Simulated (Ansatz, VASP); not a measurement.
LiCl in VASP and in Ansatz

The input POSCAR:

```
LiCl
1.0
    0.0000000000      2.5560369926      2.5560369926
    2.5432568076      0.0000000000      2.5560369926
    2.5432568076      2.5560369926      0.0000000000
Li Cl
1 1
Direct
    0.0000000000      0.0000000000      0.0000000000
    0.5000000000      0.5000000000      0.5000000000
```

The input INCAR.step1:

```
SYSTEM = LiCl
ALGO = Normal
EDIFF = 1E-5
ENCUT = 520
GGA = PE
ISIF = 2
ISMEAR = 0
LASPH = .TRUE.
LREAL = .FALSE.
LWAVE = .TRUE.
NBANDS = 12
NELM = 100
PREC = Accurate
SIGMA = 0.01
```

The input INCAR.step2:

```
SYSTEM = LiCl
ALGO = Normal
EDIFF = 1E-6
ENCUT = 520
GGA = PE
HFSCREEN = 0.2079
ISIF = 2
ISMEAR = 0
ISTART = 1
LASPH = .TRUE.
LCHARG = .TRUE.
LELF = .TRUE.
LHFCALC = .TRUE.
LREAL = .FALSE.
LVHAR = .TRUE.
LWAVE = .FALSE.
NBANDS = 12
NELM = 100
PREC = Accurate
PRECFOCK = Normal
SIGMA = 0.01
```

Contents of KPOINTS:

```
k-points
0
G
  6 6 6
  0 0 0
```

Input for Ansatz:

```yaml
crystal:
  lattice:
    - [0.0, 2.5560369926, 2.5560369926]
    - [2.5432568076, 0.0, 2.5560369926]
    - [2.5432568076, 2.5560369926, 0.0]
  atoms:
    - { symbol: Li, position: [0.0, 0.0, 0.0] }
    - { symbol: Cl, position: [0.5, 0.5, 0.5] }
kpoints:
  mp_grid: { grid: [6, 6, 6] }
  band_path:
    path:
      - [0.0, 0.0, 0.0]
      - [0.5, 0.0, 0.5]
      - [0.625, 0.25, 0.625]
      - [0.375, 0.375, 0.75]
      - [0.5, 0.5, 0.5]
      - [0.5, 0.25, 0.75]
      - [0.0, -0.067708, 0.067708]
    npoints: 1
hamiltonian:
  xc: hse06
scf:
  occupations: { method: fixed }
  n_extra_bands: 4
output:
  forces: true
  stress: true
  eigenvalues: true
```

Change from the starting cell: uniaxial_x strain -0.5%.

Alike in both runs: task single point; functional HSE06; k mesh 6 × 6 × 6; no spin polarisation.

|  | VASP | Ansatz |
| --- | --- | --- |
| version | VASP 6.6.1 | Ansatz 0.2.0 |
| potentials or method | VASP PAW PBE potentials, release 64 (Li_sv, Cl) | plane waves, PAW |
| plane-wave cutoff (eV) | 520 | 420 |
| occupations | gaussian, width 0.01 eV | fixed |
| valence electrons in the cell | 10 | 10 |

```csv
,VASP,Ansatz,Ansatz less VASP
gap on the k mesh at the Fermi level (eV),7.82,7.81,-0.006
```

Ansatz's warnings: stress exchange threshold loose, stress scf threshold loose.

Noted on VASP's run: the cutoff is under 1.25 times that of the potentials, so the pressure is a little rough.
